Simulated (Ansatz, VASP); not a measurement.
## Two plane-wave programs on MgO

```
Mg O
1.0
     4.25385    0.00000    0.00000
     0.00000   -4.25385    0.00000
     0.00000    0.00000   -4.25385
Mg O
4 4
Direct
  0.00000 0.00000 0.00000
  0.50000 0.50000 0.00000
  0.50000 0.00000 0.50000
  0.00000 0.50000 0.50000
  0.49412 0.00000 0.00000
  0.00000 0.50000 0.00000
  0.00000 0.00000 0.50000
  0.50000 0.50000 0.50000
```

Alike in both runs: task single point; functional PBE; k mesh 6 × 6 × 6; occupations gaussian, width 0.05 eV; no spin polarisation.

|  | VASP | Ansatz |
| --- | --- | --- |
| version | VASP 6.6.1 | Ansatz 0.2.0 |
| potentials or method | VASP PAW PBE potentials, release 64 (Mg, O), cutoff 520 eV | scalar-relativistic, plane waves, PAW |
| valence electrons in the cell | 32 | 64 |

```tsv
	VASP	Ansatz	Ansatz less VASP
gap on the k mesh at the Fermi level (eV)	4.44	4.46	+0.017
least direct gap on the mesh (eV)	4.44	4.46	+0.017
pressure (GPa)	-0.7	0.0	+0.73
rms of the force components (eV/Å)	0.058	0.057	-0.0008
```

Atom by atom the forces differ by 0.001 eV/Å (rms over components). VASP's potentials hold 32 valence electrons a cell and Ansatz's 64, so a difference there can come from the potentials and not from the codes.
